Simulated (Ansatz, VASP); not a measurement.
## NbSi: VASP beside Ansatz

Contents of INCAR:

```
  ALGO = Normal
  EDIFF = 1E-6
  ENCUT = 520
  ISIF = 2
  ISMEAR = -1
  LASPH = True
  LCHARG = False
  LREAL = False
  LWAVE = False
  NBANDS = 16
  NELM = 60
  PREC = Accurate
  SIGMA = 0.1
```

KPOINTS

```
k-points
0
Gamma
  14 14 14
```

The input POSCAR:

```
NbSi
1.0
    2.7613783142      0.0000000000      0.0000000000
    0.0000000000      2.7613783142      0.0000000000
    0.0000000000      0.0000000000      2.7613783142
Nb Si
1 1
Direct
    0.0000000000      0.0000000000      0.0000000000
    0.5000000000      0.5000000000      0.5000000000
```

Input for Ansatz:

```yaml
crystal:
  lattice:
    - [2.7613783142, 0.0, 0.0]
    - [0.0, 2.7613783142, 0.0]
    - [0.0, 0.0, 2.7613783142]
  atoms:
    - { symbol: Nb, position: [0.0, 0.0, 0.0] }
    - { symbol: Si, position: [0.5, 0.5, 0.5] }
kpoints:
  mp_grid: { grid: [14, 14, 14] }
scf:
  occupations: { method: fermi_dirac, width: 0.1 }
hamiltonian:
  xc: lda
  pseudopotentials: { kind: all_electron, lapw: { basis_error: 0.001 } }
output:
  forces: true
  stress: true
  eigenvalues: true
  populations: true
```

Change from the starting cell: volume scaled by 0.7, LAPW.

Alike in both runs: task single point; functional LDA; k mesh 14 × 14 × 14; occupations fermi-dirac, width 0.1 eV; no spin polarisation.

|  | VASP | Ansatz |
| --- | --- | --- |
| version | VASP 6.6.1 | Ansatz 0.2.0 |
| potentials or method | VASP PAW LDA potentials, release 64 (Nb_sv, Si), cutoff 520 eV | all-electron LAPW, scalar-relativistic |

```tsv
	VASP	Ansatz	Ansatz less VASP
pressure (GPa)	136.1	135.6	-0.51
```

LDA's correlation is that of Perdew and Zunger in VASP and of Perdew and Wang (1992) in Ansatz. Both programs put the cell under a high pressure, so it lies far from rest at this level. Ansatz ran all-electron here, and VASP with PAW potentials.

Noted on VASP's run: the cell as given lies far from equilibrium.
